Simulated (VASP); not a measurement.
# H7C16Cl in VASP: further runs

The runs below take H7C16Cl through single point, with LDA.

Program: VASP 6.6.1. These are calculated values, not measurements. Logs are shortened: lines on timing, memory, paths and dates and some standing lists are left out, and cuts for length are marked.

### 1 The cell of the first run

The cell holds a slab with vacuum, 24 atoms: a = 5.049 Å, b = 5.049 Å, c = 16.776 Å, α = 90.00°, β = 90.00°, γ = 60.00°.

### 2 Single point, LDA

INCAR reads:

```
PREC = Accurate
ENCUT = 520
EDIFF = 1E-6
ISMEAR = 0
SIGMA = 0.02
LREAL = Auto
LASPH = T
NELM = 100
ALGO = Normal
ISIF = 2
LWAVE = F
LCHARG = F
GGA = CA
NBANDS = 57
```

KPOINTS reads:

```
Automatic mesh
0
Gamma
  3 3 1
```

POSCAR reads:

```
H7C16Cl
1.0
    5.0487420000      0.0000000000      0.0000000000
    2.5243710000      4.3723390000      0.0000000000
    0.0000000000      0.0000000000     16.7764260000
H C Cl
7 16 1
Direct
    0.1666667000      0.1666667000      0.0596075000
    0.6666667000      0.1666667000      0.0596075000
    0.1666667000      0.6666667000      0.0596075000
    0.6666667000      0.6666667000      0.0596075000
    0.5001467198     -0.0002210541      0.3418442734
   -0.0002082154      0.5001377393      0.3418442214
    0.5001301839      0.5001373747      0.3418437561
    0.1666667000      0.1666667000      0.1251757000
    0.6666667000      0.1666667000      0.1251757000
    0.1666667000      0.6666667000      0.1251757000
    0.6666667000      0.6666667000      0.1251757000
   -0.1666667000      0.3333333000      0.1558905000
    0.3333333000      0.3333333000      0.1558905000
   -0.1666667000      0.8333333000      0.1558905000
    0.3333333000      0.8333333000      0.1558905000
   -0.1673617440      0.3347708673      0.2474721476
    0.3333491347      0.3333450282      0.2469929850
   -0.1673617781      0.8326358938      0.2474703346
    0.3347766951      0.8326348185      0.2474723463
    0.0000192195      0.0000107018      0.2756196579
    0.4997899113      0.0004802103      0.2758618507
    0.0004825095      0.4997853874      0.2758619910
    0.4997871750      0.4997825125      0.2758615537
    1.0000087800      1.0000100037      0.3841630767
```

Potentials or basis: VASP PAW LDA potentials, release 64 (H, C, Cl).

The run is started by

```bash
$ cat potpaw_LDA.64/H/POTCAR potpaw_LDA.64/C/POTCAR potpaw_LDA.64/Cl/POTCAR > POTCAR
$ mpirun -np 1 vasp_std > vasp.out
```

OUTCAR:

```text
PREC = Accurate
   ENCUT = 520
   EDIFF = 1E-6
   ISMEAR = 0
   LREAL = Auto
   LASPH = T
   NELM = 100
   ISIF = 2
   GGA = CA

 ion  position               nearest neighbor table
   1  0.167  0.167  0.060-   8 1.10
   2  0.667  0.167  0.060-   9 1.10
   3  0.167  0.667  0.060-  10 1.10
   4  0.667  0.667  0.060-  11 1.10
   5  0.500  1.000  0.342-  21 1.11
   6  1.000  0.500  0.342-  22 1.11
   7  0.500  0.500  0.342-  23 1.11
   8  0.167  0.167  0.125-   1 1.10  13 1.55  12 1.55  15 1.55
   9  0.667  0.167  0.125-   2 1.10  12 1.55  13 1.55  14 1.55
  10  0.167  0.667  0.125-   3 1.10  15 1.55  14 1.55  13 1.55
  11  0.667  0.667  0.125-   4 1.10  14 1.55  15 1.55  12 1.55
  12  0.833  0.333  0.156-  16 1.54   9 1.55   8 1.55  11 1.55
  13  0.333  0.333  0.156-  17 1.53   8 1.55   9 1.55  10 1.55
[... 8 lines left out ...]
  22  0.000  0.500  0.276-   6 1.11  18 1.53  16 1.53  17 1.53
  23  0.500  0.500  0.276-   7 1.11  16 1.53  19 1.53  17 1.53
  24  0.000  0.000  0.384-  20 1.82

  LATTYP: Found a hexagonal cell.
 ALAT       =     5.0487421480
 C/A-ratio  =     3.3228922192

  Lattice vectors:

 A1 = (  -2.5243710000,  -4.3723390000,   0.0000000000)
 A2 = (   5.0487420000,   0.0000000000,   0.0000000000)
 A3 = (   0.0000000000,   0.0000000000,  16.7764260000)

Analysis of symmetry for initial positions (statically):
=====================================================================
 Subroutine PRICEL returns:
 Original cell was already a primitive cell.

 Routine SETGRP: Setting up the symmetry group for a
 hexagonal supercell.

 Subroutine GETGRP returns: Found  1 space group operations
 (whereof  1 operations were pure point group operations)
 out of a pool of 24 trial point group operations.

The static configuration has the point symmetry C_1 .

Analysis of symmetry for dynamics (positions and initial velocities):
=====================================================================
 Subroutine PRICEL returns:
 Original cell was already a primitive cell.

 Routine SETGRP: Setting up the symmetry group for a
 hexagonal supercell.

 Subroutine GETGRP returns: Found  1 space group operations
 (whereof  1 operations were pure point group operations)
 out of a pool of 24 trial point group operations.

The dynamic configuration has the point symmetry C_1 .

 Subroutine INISYM returns: Found  1 space group operations
 (whereof  1 operations are pure point group operations),
 and found     1 'primitive' translations

----------------------------------------------------------------------------------------

                                     Primitive cell

  volume of cell :     370.3364

  direct lattice vectors                    reciprocal lattice vectors
     5.048742000  0.000000000  0.000000000     0.198069143 -0.114355268  0.000000000
     2.524371000  4.372339000  0.000000000     0.000000000  0.228710537  0.000000000
     0.000000000  0.000000000 16.776426000     0.000000000  0.000000000  0.059607452

  length of vectors
     5.048742000  5.048742148 16.776426000     0.228710544  0.228710537  0.059607452

  position of ions in fractional coordinates (direct lattice)
     0.166666700  0.166666700  0.059607500
     0.666666700  0.166666700  0.059607500
     0.166666700  0.666666700  0.059607500
     0.666666700  0.666666700  0.059607500
     0.500146720  0.999778946  0.341844273
     0.999791785  0.500137739  0.341844221
[... 16 lines left out ...]
     0.499787175  0.499782512  0.275861554
     0.000008780  0.000010004  0.384163077

  ion indices of the primitive-cell ions
   primitive index   ion index
                 1           1
                 2           2
                 3           3
                 4           4
                 5           5
                 6           6
[... 16 lines left out ...]
                23          23
                24          24

----------------------------------------------------------------------------------------

 KPOINTS: Automatic mesh

Automatic generation of k-mesh.
 Grid dimensions read from file:
 generate k-points for:    3    3    1

 Generating k-lattice:

  Cartesian coordinates                     Fractional coordinates (reciprocal lattice)
     0.066023048 -0.038118423  0.000000000     0.333333333  0.000000000  0.000000000
     0.000000000  0.076236846  0.000000000     0.000000000  0.333333333  0.000000000
     0.000000000  0.000000000  0.059607452     0.000000000  0.000000000  1.000000000

  Length of vectors
     0.076236848  0.076236846  0.059607452

  Shift w.r.t. Gamma in fractional coordinates (k-lattice)
     0.000000000  0.000000000  0.000000000

 Subroutine IBZKPT returns following result:
 ===========================================

 Found      5 irreducible k-points:

 Following reciprocal coordinates:
            Coordinates               Weight
  0.000000  0.000000  0.000000      1.000000
  0.333333  0.000000  0.000000      2.000000
  0.333333  0.333333  0.000000      2.000000
  0.000000  0.333333  0.000000      2.000000
 -0.333333  0.333333  0.000000      2.000000
   k-points           NKPTS =      5   k-points in BZ     NKDIM =      5   number of bands    NBANDS=     57
   number of dos      NEDOS =    301   number of ions     NIONS =     24
   total plane-waves  NPLWV = 201600
   dimension x,y,z NGX =    40 NGY =   40 NGZ =  126
   dimension x,y,z NGXF=    80 NGYF=   80 NGZF=  252
   ions per type =               7  16   1
   NGX,Y,Z   is equivalent  to a cutoff of  13.17, 13.17, 12.49 a.u.
   NGXF,Y,Z  is equivalent  to a cutoff of  26.34, 26.34, 24.97 a.u.
 SYSTEM =  unknown system
   PREC   = accura    normal or accurate (medium, high low for compatibility)
   ISTART =      0    job   : 0-new  1-cont  2-samecut
   ICHARG =      2    charge: 1-file 2-atom 10-const
   ISPIN  =      1    spin polarized calculation?
   LNONCOLLINEAR =      F non collinear calculations
   LSORBIT =      F    spin-orbit coupling
   LASPH  =      T    aspherical Exc in radial PAW
   ENCUT  =  520.0 eV  38.22 Ry    6.18 a.u.   9.39  9.39 31.19*2*pi/ulx,y,z
   NELM   =    100;   NELMIN=  2; NELMDL= -5     # of ELM steps
   EDIFF  = 0.1E-05   stopping-criterion for ELM
   LREAL  =      T    real-space projection
   EDIFFG = 0.1E-04   stopping-criterion for IOM
   NSW    =      0    number of steps for IOM
   IBRION =     -1    ionic relax: 0-MD 1-quasi-New 2-CG
   NFREE  =      0    steps in history (QN), initial steepest desc. (CG)
   ISIF   =      2    stress and relaxation
   ISYM   =      2    0-nonsym 1-usesym 2-fastsym
   POTIM  = 0.5000    time-step for ionic-motion
   TEBEG  =    0.0;   TEEND  =   0.0 temperature during run
   PSTRESS=    0.0 pullay stress
   NELECT =      78.0000    total number of electrons
   NUPDOWN=      -1.0000    fix difference up-down
   EMIN   =  10.00;   EMAX   =-10.00  energy-range for DOS
   EFERMI =   0.00;   METHOD = LEGACY
   ISMEAR =     0;   SIGMA  =   0.02  broadening in eV -4-tet -1-fermi 0-gaus
   EFERMI_NEDOS =   21; number of points for ismear=-14 and -15
   IALGO  =     38    algorithm
   IMIX   =      4    mixing-type and parameters
     AMIX     =   0.40;   BMIX     =  1.00
     AMIX_MAG =   1.60;   BMIX_MAG =  1.00
  volume/ion in A,a.u.               =      15.43       104.13
  Fermi-wavevector in a.u.,A,eV,Ry     =   0.974034  1.840658 12.908428  0.948743
  Thomas-Fermi vector in A             =   2.104462
   LORBIT       =      0    0 simple, 1 ext, 2 COOP (PROOUT), +10 PAW based schemes
   GGA     = CA    functional components
   LHFCALC =     F    Hartree Fock is set to
   AEXX    =    0.0000 exact exchange contribution
   IVDW    =     0    specifies the selected vdW correction
   LEPSILON=     F    determine dielectric tensor
   LRPA    =     F    only Hartree local field effects (RPA)
 non-spin polarized calculation
 Gauss-broadening in eV      SIGMA  =   0.02
  energy-cutoff  :      520.00
  volume of cell :      370.34
 maximum number of plane-waves:      9984
 NGX is ok and might be reduce to    40
   NGX = 19   NGY = 19   NGZ = 63

 number of electron      77.9999997 magnetization

 Free energy of the ion-electron system (eV)
  ---------------------------------------------------
  ext. energy  EPLUGINS =         0.00000000
  ---------------------------------------------------
  free energy    TOTEN  =      -190.37876284 eV

  energy without entropy =     -190.37876284  energy(sigma->0) =     -190.37876284

 E-fermi :  -0.5375     XC(G=0):  -5.3968

 val. band max:       -0.7106727149   @ k =   0.0000   0.0000   0.0000
 cond. band min:       2.6153125624   @ k =   0.0000   0.0000   0.0000
 fundamental gap:      3.3259852773
 Fermi energy:        -0.5374993675

 k-point     1 :       0.0000    0.0000    0.0000
  band No.  band energies     occupation
      1     -20.4304      2.00000
      2     -18.0041      2.00000
      3     -16.2577      2.00000
      4     -15.1134      2.00000
      5     -15.1132      2.00000
      6     -14.9365      2.00000
[... 43 lines left out ...]
     50       6.1947      0.00000
     51       6.6416      0.00000

 k-point     2 :       0.3333    0.0000    0.0000
  band No.  band energies     occupation
      1     -19.7711      2.00000
      2     -17.9320      2.00000
      3     -17.3629      2.00000
      4     -16.2232      2.00000
      5     -15.8391      2.00000
      6     -15.5988      2.00000
[... 43 lines left out ...]
     50       6.7463      0.00000
     51       7.4210      0.00000

 k-point     3 :       0.3333    0.3333    0.0000
  band No.  band energies     occupation
      1     -19.7711      2.00000
      2     -17.9320      2.00000
      3     -17.3629      2.00000
      4     -16.2232      2.00000
      5     -15.8390      2.00000
      6     -15.5989      2.00000
[... 43 lines left out ...]
     50       6.7462      0.00000
     51       7.4206      0.00000

 k-point     4 :       0.0000    0.3333    0.0000
  band No.  band energies     occupation
      1     -19.7711      2.00000
      2     -17.9320      2.00000
      3     -17.3629      2.00000
      4     -16.2232      2.00000
      5     -15.8391      2.00000
      6     -15.5988      2.00000
[... 43 lines left out ...]
     50       6.7463      0.00000
     51       7.4209      0.00000

 k-point     5 :      -0.3333    0.3333    0.0000
  band No.  band energies     occupation
      1     -18.7242      2.00000
      2     -18.3597      2.00000
      3     -18.2982      2.00000
      4     -16.9441      2.00000
      5     -15.6641      2.00000
      6     -15.6034      2.00000
[... 43 lines left out ...]
     50       7.0626      0.00000
     51       7.0965      0.00000
 [bands above 51 left out]

------------------------ aborting loop because EDIFF is reached ----------------------------------------

  FORCE on cell =-STRESS in cart. coord.  units (eV):
  Direction    XX          YY          ZZ          XY          YZ          ZX
  --------------------------------------------------------------------------------------
  -------------------------------------------------------------------------------------
  Total       -6.4806043     -6.4795569     -0.7025054     -0.0010678     -0.0036420     -0.0075611
  in kB      -28.0368771    -28.0323459     -3.0392316     -0.0046197     -0.0157562     -0.0327112
  external PRESSURE =     -19.7028182 kB  Pullay stress =       0.0000000 kB

 VOLUME and BASIS-vectors are now :
 -----------------------------------------------------------------------------
  energy-cutoff  :      520.00
  volume of cell :      370.34
      direct lattice vectors                 reciprocal lattice vectors
     5.048742000  0.000000000  0.000000000     0.198069143 -0.114355268  0.000000000
     2.524371000  4.372339000  0.000000000     0.000000000  0.228710537  0.000000000
     0.000000000  0.000000000 16.776426000     0.000000000  0.000000000  0.059607452

 POSITION                                       TOTAL-FORCE (eV/Angst)
 -----------------------------------------------------------------------------------
      1.26219      0.72872      1.00000        -0.005635     -0.003249     -0.337778
      3.78656      0.72872      1.00000         0.005826     -0.003245     -0.337766
      2.52437      2.91489      1.00000         0.000104      0.006669     -0.337761
      5.04874      2.91489      1.00000         0.000094      0.000054     -0.307038
      5.04892      4.37137      5.73493        -0.000195     -0.008227      0.048374
      6.31022      2.18677      5.73492        -0.007439      0.004068      0.048452
[... 16 lines left out ...]
      3.78493      2.18522      4.62797         0.004196      0.002552      0.017323
      0.00007      0.00004      6.44488         0.000173      0.000012     -0.042656
 -----------------------------------------------------------------------------------
    total drift:                               -0.000291     -0.000381     -0.033147

  FREE ENERGIE OF THE ION-ELECTRON SYSTEM (eV)
  ---------------------------------------------------
  free  energy   TOTEN  =      -190.3787628403 eV

  energy  without entropy=     -190.3787628403  energy(sigma->0) =     -190.37876284
```

Wall time 3 min (1 thread of AMD EPYC 7R13 (Zen 3), shared host); peak memory 0.35 GiB.

Results:

```yaml
Free_energy: -190.3788 eV
Largest_force: 1.622 eV/Å
Band_gap_on_the_k_mesh: 3.33 eV, direct
```

Forces on the atoms (eV/Å):
```
H   -0.006 -0.003 -0.338
H    0.006 -0.003 -0.338
H    0.000  0.007 -0.338
H    0.000  0.000 -0.307
H    0.000 -0.008  0.048
H   -0.007  0.004  0.048
H    0.007  0.004  0.049
C    0.029  0.017  1.444
C   -0.029  0.017  1.444
C    0.000 -0.034  1.444
C    0.000  0.000  1.622
C    0.001 -0.198 -1.233
C    0.001  0.000 -1.261
C    0.173  0.100 -1.233
C   -0.171  0.100 -1.233
C   -0.001 -0.007  0.019
C    0.000  0.000  0.020
C    0.005  0.003  0.019
C   -0.007  0.003  0.019
C    0.000  0.001  0.092
C   -0.002 -0.005  0.017
C   -0.005  0.001  0.017
C    0.004  0.003  0.017
Cl   0.000  0.000 -0.043
```

Caveat: the k points lie up to 0.48 Å⁻¹ apart.

(Part 1 of 2 ends here.)
